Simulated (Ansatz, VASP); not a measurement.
## One calculation of AlCo, two programs

```
Al Co
1.0
     2.82259    0.00000    0.00000
     0.00000    2.82259    0.00000
     0.00000    0.00000    2.82259
Al Co
1 1
Direct
  0.98747 0.01253 0.00000
  0.50000 0.50000 0.50000
```

Change from the starting cell: all Al atoms moved -0.050 Å, as atom 1 along Cartesian [1 -1 0].

Alike in both runs: task single point; functional PBEsol; k mesh 22 × 22 × 22; occupations gaussian, width 0.15 eV; no spin polarisation.

|  | VASP | Ansatz |
| --- | --- | --- |
| version | VASP 6.6.1 | Ansatz 0.2.0 |
| potentials or method | VASP PAW PBE potentials, release 64 (Al, Co), cutoff 520 eV | scalar-relativistic, plane waves, PAW |
| valence electrons in the cell | 12 | 20 |

```tsv
	VASP	Ansatz	Ansatz less VASP
gap on the k mesh at the Fermi level (eV)	none	none	-
pressure (GPa)	0.2	0.2	0.00
traceless stress, the component that is largest in VASP (GPa)	-0.23	-0.23	+0.002
rms of the force components (eV/Å)	0.230	0.228	-0.0016
```

VASP's potentials were made for PBE, not for PBEsol. Atom by atom the forces differ by 0.002 eV/Å (rms over components). A gap of «none» marks a metal or a gap that the smearing closes. VASP's potentials hold 12 valence electrons a cell and Ansatz's 20, so a difference there can come from the potentials and not from the codes.
